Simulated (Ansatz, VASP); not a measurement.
**Two plane-wave programs on Ti3Se**

File POSCAR:

```
Ti3Se
1.0
    3.1974455988      0.0000000000      0.0000000000
   -1.5987227994      2.7690691158      0.0000000000
    0.0000000000      0.0000000000      7.9427450000
Ti Se
3 1
Direct
    0.3333333300      0.6666666700      0.2270980000
    0.3333333300      0.6666666700      0.7729020000
    0.6666666700      0.3333333300      0.5000000000
    0.0000000000      0.0000000000      0.0000000000
```

Contents of INCAR.step1:

```
SYSTEM = Ti3Se
  PREC = Accurate
  ENCUT = 520
  ISMEAR = 0
  SIGMA = 0.1
  LREAL = .False.
  LASPH = .True.
  NELM = 150
  ISPIN = 2
  MAGMOM = 1 1 1 0
  LMAXMIX = 4
  NBANDS = 33
  GGA = PE
  ALGO = Normal
  EDIFF = 1E-4
  LWAVE = .True.
  LCHARG = .False.
```

Contents of INCAR.step2:

```
SYSTEM = Ti3Se
  PREC = Accurate
  ENCUT = 520
  EDIFF = 1E-6
  ISMEAR = 0
  SIGMA = 0.1
  LREAL = .False.
  LASPH = .True.
  NELM = 150
  ALGO = Normal
  ISIF = 2
  LWAVE = .False.
  LCHARG = .False.
  ISPIN = 2
  MAGMOM = 1 1 1 0
  LORBIT = 11
  LMAXMIX = 4
  METAGGA = R2SCAN
  LMIXTAU = .True.
  NBANDS = 33
  ISTART = 1
```

KPOINTS

```
regular mesh
0
Gamma
  6 6 2
  0 0 0
```

Input for Ansatz:

```yaml
crystal:
  lattice:
    - [3.1974455988, 0.0, 0.0]
    - [-1.5987227994, 2.7690691158, 0.0]
    - [0.0, 0.0, 7.942745]
  atoms:
    - { symbol: Ti, position: [0.33333333, 0.66666667, 0.227098], spin: 1.0 }
    - { symbol: Ti, position: [0.33333333, 0.66666667, 0.772902], spin: 1.0 }
    - { symbol: Ti, position: [0.66666667, 0.33333333, 0.5], spin: 1.0 }
    - { symbol: Se, position: [0.0, 0.0, 0.0] }
basis:
  ecutwfc: 500
kpoints:
  mp_grid: { grid: [6, 6, 2] }
hamiltonian:
  xc: r2scan
scf:
  occupations: { method: gaussian, width: 0.1 }
  lower_state_search: "off"
output:
  forces: true
  stress: true
  eigenvalues: true
  populations: true
magnetization:
  spin_polarized: true
```

Alike in both runs: task single point; functional r2SCAN; k mesh 6 × 6 × 2; occupations gaussian, width 0.1 eV; collinear spin.

|  | VASP | Ansatz |
| --- | --- | --- |
| version | VASP 6.6.1 | Ansatz 0.2.0 |
| potentials or method | VASP PAW PBE potentials, release 64 (Ti_sv, Se), cutoff 520 eV | scalar-relativistic, plane waves, PAW |
| valence electrons in the cell | 42 | 52 |

Ansatz gave:

- gap on the k mesh at the Fermi level (eV): none
- pressure (GPa): -0.7
- traceless stress, the component that is largest in VASP (GPa): -0.79
- rms of the force components (eV/Å): 0.041
- net moment per atom (μB): 0.00

Task: What did VASP give for the same quantities?

Result: gap on the k mesh at the Fermi level (eV): none; pressure (GPa): -0.3; traceless stress, the component that is largest in VASP (GPa): -0.74; rms of the force components (eV/Å): 0.032; net moment per atom (μB): 0.00.

VASP's potentials were made for PBE, not for r2SCAN. Atom by atom the forces differ by 0.009 eV/Å (rms over components). A gap of «none» marks a metal or a gap that the smearing closes. VASP's potentials hold 42 valence electrons a cell and Ansatz's 52, so a difference there can come from the potentials and not from the codes. Ansatz's warnings: seeded moment not kept, stability check not made.

The k mesh is coarse, so the values compare programs but aren't converged.
